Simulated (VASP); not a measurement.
# Pt in VASP: notebook

Pt is run at these levels: PBEsol; tasks: single point.

Program: VASP 6.6.1. These are calculated values, not measurements. Logs are shortened: lines on timing, memory, paths and dates and some standing lists are left out, and cuts for length are marked.

**1. The cell of the first run**

The cell holds a wire or tube with vacuum around it, 16 atoms: a = 14.600 Å, b = 14.800 Å, c = 6.416 Å, α = 90.00°, β = 90.00°, γ = 90.00°.

**2. Single point, PBEsol**

Contents of INCAR:

```
SYSTEM = Pt
PREC = Accurate
ENCUT = 520
EDIFF = 1E-6
ISMEAR = 0
SIGMA = 0.05
LREAL = Auto
LASPH = .True.
NELM = 100
ALGO = Normal
ISIF = 2
LWAVE = .False.
LCHARG = .True.
GGA = PS
LELF = .True.
LVHAR = .True.
NBANDS = 94
```

Contents of KPOINTS:

```
Automatic mesh
0
Gamma
  1 1 8
  0 0 0
```

Contents of POSCAR:

```
Pt
1.0
   14.6000000000      0.0000000000      0.0000000000
    0.0000000000     14.8000000000      0.0000000000
    0.0000000000      0.0000000000      6.4163622767
Pt
16
Direct
    0.6855751288      0.5000000000     -0.0252937247
    0.5739602159      0.3239780193      0.3400541375
    0.5739602159      0.6760219807      0.3400541375
    0.4807572938      0.5000000000      0.6659539222
    0.3640531803      0.5000000000     -0.0013736065
    0.5925188895      0.5000000000      0.3146246250
    0.4748424475      0.3134992315      0.6714630156
    0.4748424475      0.6865007685      0.6714630156
    0.5213189038      0.3977789917      0.0055140630
    0.4111777370      0.5891313712      0.3280242139
    0.3235710039      0.4075850948      0.6775481903
    0.6336774456      0.5945954277      0.6671074384
    0.5213189038      0.6022210083      0.0055140630
    0.4111777370      0.4108686288      0.3280242139
    0.3235710039      0.5924149052      0.6775481903
    0.6336774456      0.4054045723      0.6671074384
```

Potentials or basis: VASP PAW PBE potentials, release 64 (Pt).

Started as:

```sh
> cat potpaw_PBE.64/Pt/POTCAR > POTCAR
> mpirun -np 1 vasp_std > vasp.out
```

OUTCAR:

```text
SYSTEM = Pt
   PREC = Accurate
   ENCUT = 520
   EDIFF = 1E-6
   ISMEAR = 0
   LREAL = Auto
   LASPH = .True.
   NELM = 100
   ISIF = 2
   GGA = PS

 ion  position               nearest neighbor table
   1  0.686  0.500  0.975-  12 2.54  16 2.54   6 2.57  13 2.84   9 2.84
   2  0.574  0.324  0.340-   9 2.53  16 2.57   7 2.58   6 2.62  14 2.70
   3  0.574  0.676  0.340-  13 2.53  12 2.57   8 2.58   6 2.62  10 2.70
   4  0.481  0.500  0.666-  12 2.64  16 2.64  15 2.67  11 2.67   9 2.72  13 2.72   5 2.73  10 2.73
                            14 2.73   7 2.76   8 2.76   6 2.78
   5  0.364  0.500  0.999-  11 2.54  15 2.54  14 2.58  10 2.58   4 2.73   9 2.75  13 2.75
   6  0.593  0.500  0.315-   1 2.57   2 2.62   3 2.62   9 2.70  13 2.70  12 2.73  16 2.73   4 2.78
                            14 2.96  10 2.96
   7  0.475  0.313  0.671-   9 2.57   2 2.58  11 2.61  16 2.69   4 2.76  14 2.79
   8  0.475  0.687  0.671-  13 2.57   3 2.58  15 2.61  12 2.69   4 2.76  10 2.79
   9  0.521  0.398  0.006-   2 2.53   7 2.57  14 2.63   6 2.70   4 2.72  16 2.72   5 2.75   1 2.84
                            13 3.03
  10  0.411  0.589  0.328-  15 2.58   5 2.58  13 2.63  14 2.64   3 2.70   4 2.73   8 2.79   6 2.96

  11  0.324  0.408  0.678-   5 2.54  14 2.58   7 2.61   4 2.67  15 2.74
  12  0.634  0.595  0.667-   1 2.54   3 2.57   4 2.64   8 2.69  13 2.72   6 2.73  16 2.80
  13  0.521  0.602  0.006-   3 2.53   8 2.57  10 2.63   6 2.70   4 2.72  12 2.72   5 2.75   1 2.84
                             9 3.03
  14  0.411  0.411  0.328-  11 2.58   5 2.58   9 2.63  10 2.64   2 2.70   4 2.73   7 2.79   6 2.96

  15  0.324  0.592  0.678-   5 2.54  10 2.58   8 2.61   4 2.67  11 2.74
  16  0.634  0.405  0.667-   1 2.54   2 2.57   4 2.64   7 2.69   9 2.72   6 2.73  12 2.80

  LATTYP: Found a simple orthorhombic cell.
 ALAT       =     6.4163622767
 B/A-ratio  =     2.2754326159
 C/A-ratio  =     2.3066029257

  Lattice vectors:

 A1 = (   0.0000000000,   0.0000000000,   6.4163622767)
 A2 = (  14.6000000000,   0.0000000000,   0.0000000000)
 A3 = (   0.0000000000,  14.8000000000,   0.0000000000)

Analysis of symmetry for initial positions (statically):
=====================================================================
 Subroutine PRICEL returns:
 Original cell was already a primitive cell.

 Routine SETGRP: Setting up the symmetry group for a
 simple orthorhombic supercell.

 Subroutine GETGRP returns: Found  2 space group operations
 (whereof  2 operations were pure point group operations)
 out of a pool of  8 trial point group operations.

The static configuration has the point symmetry C_1h.

Analysis of symmetry for dynamics (positions and initial velocities):
=====================================================================
 Subroutine PRICEL returns:
 Original cell was already a primitive cell.

 Routine SETGRP: Setting up the symmetry group for a
 simple orthorhombic supercell.

 Subroutine GETGRP returns: Found  2 space group operations
 (whereof  2 operations were pure point group operations)
 out of a pool of  8 trial point group operations.

The dynamic configuration has the point symmetry C_1h.

 Subroutine INISYM returns: Found  2 space group operations
 (whereof  2 operations are pure point group operations),
 and found     1 'primitive' translations

----------------------------------------------------------------------------------------

                                     Primitive cell

  volume of cell :    1386.4476

  direct lattice vectors                    reciprocal lattice vectors
    14.600000000  0.000000000  0.000000000     0.068493151  0.000000000  0.000000000
     0.000000000 14.800000000  0.000000000     0.000000000  0.067567568  0.000000000
     0.000000000  0.000000000  6.416362277     0.000000000  0.000000000  0.155851549

  length of vectors
    14.600000000 14.800000000  6.416362277     0.068493151  0.067567568  0.155851549

  position of ions in fractional coordinates (direct lattice)
     0.685575129  0.500000000  0.974706275
     0.573960216  0.323978019  0.340054137
     0.573960216  0.676021981  0.340054137
     0.480757294  0.500000000  0.665953922
     0.364053180  0.500000000  0.998626393
     0.592518889  0.500000000  0.314624625
[... 8 lines left out ...]
     0.323571004  0.592414905  0.677548190
     0.633677446  0.405404572  0.667107438

  ion indices of the primitive-cell ions
   primitive index   ion index
                 1           1
                 2           2
                 3           3
                 4           4
                 5           5
                 6           6
[... 8 lines left out ...]
                15          15
                16          16

----------------------------------------------------------------------------------------

 KPOINTS: Automatic mesh

Automatic generation of k-mesh.
 Grid dimensions read from file:
 generate k-points for:    1    1    8

 Generating k-lattice:

  Cartesian coordinates                     Fractional coordinates (reciprocal lattice)
     0.068493151  0.000000000  0.000000000     1.000000000  0.000000000  0.000000000
     0.000000000  0.067567568  0.000000000     0.000000000  1.000000000  0.000000000
     0.000000000  0.000000000  0.019481444     0.000000000  0.000000000  0.125000000

  Length of vectors
     0.068493151  0.067567568  0.019481444

  Shift w.r.t. Gamma in fractional coordinates (k-lattice)
     0.000000000  0.000000000  0.000000000

 Subroutine IBZKPT returns following result:
 ===========================================

 Found      5 irreducible k-points:

 Following reciprocal coordinates:
            Coordinates               Weight
  0.000000  0.000000  0.000000      1.000000
  0.000000  0.000000  0.125000      2.000000
  0.000000  0.000000  0.250000      2.000000
  0.000000  0.000000  0.375000      2.000000
  0.000000  0.000000  0.500000      1.000000
   k-points           NKPTS =      5   k-points in BZ     NKDIM =      5   number of bands    NBANDS=     94
   number of dos      NEDOS =    301   number of ions     NIONS =     16
   total plane-waves  NPLWV = 602112
   dimension x,y,z NGX =   112 NGY =  112 NGZ =   48
   dimension x,y,z NGXF=   224 NGYF=  224 NGZF=   96
   ions per type =              16
   NGX,Y,Z   is equivalent  to a cutoff of  12.75, 12.58, 12.44 a.u.
   NGXF,Y,Z  is equivalent  to a cutoff of  25.51, 25.16, 24.87 a.u.
 SYSTEM =  Pt
   PREC   = accura    normal or accurate (medium, high low for compatibility)
   ISTART =      0    job   : 0-new  1-cont  2-samecut
   ICHARG =      2    charge: 1-file 2-atom 10-const
   ISPIN  =      1    spin polarized calculation?
   LNONCOLLINEAR =      F non collinear calculations
   LSORBIT =      F    spin-orbit coupling
   LASPH  =      T    aspherical Exc in radial PAW
   ENCUT  =  520.0 eV  38.22 Ry    6.18 a.u.  27.15 27.52 11.93*2*pi/ulx,y,z
   NELM   =    100;   NELMIN=  2; NELMDL= -5     # of ELM steps
   EDIFF  = 0.1E-05   stopping-criterion for ELM
   LREAL  =      T    real-space projection
   EDIFFG = 0.1E-04   stopping-criterion for IOM
   NSW    =      0    number of steps for IOM
   IBRION =     -1    ionic relax: 0-MD 1-quasi-New 2-CG
   NFREE  =      0    steps in history (QN), initial steepest desc. (CG)
   ISIF   =      2    stress and relaxation
   ISYM   =      2    0-nonsym 1-usesym 2-fastsym
   POTIM  = 0.5000    time-step for ionic-motion
   TEBEG  =    0.0;   TEEND  =   0.0 temperature during run
   PSTRESS=    0.0 pullay stress
   NELECT =     160.0000    total number of electrons
   NUPDOWN=      -1.0000    fix difference up-down
   EMIN   =  10.00;   EMAX   =-10.00  energy-range for DOS
   EFERMI =   0.00;   METHOD = LEGACY
   ISMEAR =     0;   SIGMA  =   0.05  broadening in eV -4-tet -1-fermi 0-gaus
   EFERMI_NEDOS =   21; number of points for ismear=-14 and -15
   IALGO  =     38    algorithm
   IMIX   =      4    mixing-type and parameters
     AMIX     =   0.40;   BMIX     =  1.00
     AMIX_MAG =   1.60;   BMIX_MAG =  1.00
  volume/ion in A,a.u.               =      86.65       584.76
  Fermi-wavevector in a.u.,A,eV,Ry     =   0.797040  1.506188  8.643420  0.635273
  Thomas-Fermi vector in A             =   1.903681
   LORBIT       =      0    0 simple, 1 ext, 2 COOP (PROOUT), +10 PAW based schemes
   GGA     = PS    functional components
   LHFCALC =     F    Hartree Fock is set to
   AEXX    =    0.0000 exact exchange contribution
   IVDW    =     0    specifies the selected vdW correction
   LEPSILON=     F    determine dielectric tensor
   LRPA    =     F    only Hartree local field effects (RPA)
 non-spin polarized calculation
 Gauss-broadening in eV      SIGMA  =   0.05
  energy-cutoff  :      520.00
  volume of cell :     1386.45
 maximum number of plane-waves:     37392
 NGX is ok and might be reduce to   112
   NGX = 55   NGY = 55   NGZ = 23

 number of electron     160.0000011 magnetization

 Free energy of the ion-electron system (eV)
  ---------------------------------------------------
  ext. energy  EPLUGINS =         0.00000000
  ---------------------------------------------------
  free energy    TOTEN  =       -89.13892978 eV

  energy without entropy =      -89.09064269  energy(sigma->0) =      -89.11478624

 E-fermi :  -2.3874     XC(G=0):  -3.4928

 val. band max:       -2.3874611113   @ k =   0.0000   0.0000   0.3750
 cond. band min:      -2.3749948027   @ k =   0.0000   0.0000   0.1250
 fundamental gap:      0.0124663086
 Fermi energy:        -2.3874067467

 k-point     1 :       0.0000    0.0000    0.0000
  band No.  band energies     occupation
      1     -10.9465      2.00000
      2      -9.0835      2.00000
      3      -9.0441      2.00000
      4      -8.7257      2.00000
      5      -8.6843      2.00000
      6      -8.6438      2.00000
[... 84 lines left out ...]
     91      -0.1010      0.00000
     92       0.0044      0.00000

 k-point     2 :       0.0000    0.0000    0.1250
  band No.  band energies     occupation
      1     -10.8822      2.00000
      2      -9.0864      2.00000
      3      -9.0543      2.00000
      4      -8.8184      2.00000
      5      -8.6723      2.00000
      6      -8.6137      2.00000
[... 369 lines left out ...]
     91      -0.7849      0.00000
     92      -0.5466      0.00000
 [bands above 92 left out]

------------------------ aborting loop because EDIFF is reached ----------------------------------------

  FORCE on cell =-STRESS in cart. coord.  units (eV):
  Direction    XX          YY          ZZ          XY          YZ          ZX
  --------------------------------------------------------------------------------------
  -------------------------------------------------------------------------------------
  Total       -0.5084725     -0.3509134     -0.3588784      0.0000000      0.0000000     -0.0371709
  in kB       -0.5875903     -0.4055151     -0.4147195      0.0000000      0.0000000     -0.0429547
  external PRESSURE =      -0.4692750 kB  Pullay stress =       0.0000000 kB

 VOLUME and BASIS-vectors are now :
 -----------------------------------------------------------------------------
  energy-cutoff  :      520.00
  volume of cell :     1386.45
      direct lattice vectors                 reciprocal lattice vectors
    14.600000000  0.000000000  0.000000000     0.068493151  0.000000000  0.000000000
     0.000000000 14.800000000  0.000000000     0.000000000  0.067567568  0.000000000
     0.000000000  0.000000000  6.416362277     0.000000000  0.000000000  0.155851549

 POSITION                                       TOTAL-FORCE (eV/Angst)
 -----------------------------------------------------------------------------------
     10.00940      7.40000      6.25407        -0.013595     -0.000000      0.012891
      8.37982      4.79487      2.18191        -0.010144      0.005268     -0.004104
      8.37982     10.00513      2.18191        -0.010144     -0.005268     -0.004104
      7.01906      7.40000      4.27300        -0.004150     -0.000000      0.002021
      5.31518      7.40000      6.40755         0.017219     -0.000000      0.010047
      8.65078      7.40000      2.01875        -0.001472     -0.000000     -0.007913
[... 8 lines left out ...]
      4.72414      8.76774      4.34739         0.015807      0.004913     -0.006140
      9.25169      5.99999      4.28040        -0.014261      0.007695     -0.007809
 -----------------------------------------------------------------------------------
    total drift:                               -0.014354     -0.000000     -0.006309

  FREE ENERGIE OF THE ION-ELECTRON SYSTEM (eV)
  ---------------------------------------------------
  free  energy   TOTEN  =       -89.1389297817 eV

  energy  without entropy=      -89.0906426904  energy(sigma->0) =      -89.11478624
```

Run time: 23 min. Hardware: 1 thread of Intel Xeon 6975P-C (Granite Rapids), shared host; peak memory 1.3 GiB.

Results:

```yaml
Free_energy: -89.1389 eV
Largest_force: 0.029 eV/Å
Band_gap_on_the_k_mesh: zero (bands 80 and 81 overlap by 0.02 eV)
```

Forces on the atoms (eV/Å):
```
Pt  -0.014  0.000  0.013
Pt  -0.010  0.005 -0.004
Pt  -0.010 -0.005 -0.004
Pt  -0.004  0.000  0.002
Pt   0.017  0.000  0.010
Pt  -0.001  0.000 -0.008
Pt  -0.014  0.002 -0.005
Pt  -0.014 -0.002 -0.005
Pt   0.003  0.013 -0.004
Pt   0.020 -0.008  0.019
Pt   0.016 -0.005 -0.006
Pt  -0.014 -0.008 -0.008
Pt   0.003 -0.013 -0.004
Pt   0.020  0.008  0.019
Pt   0.016  0.005 -0.006
Pt  -0.014  0.008 -0.008
```

Caveat: the PAW data sets were made with another functional, which shifts forces and pressure a little; spin-orbit coupling is left out, which moves the levels of the heavy elements.

[end of part 1 of 2]
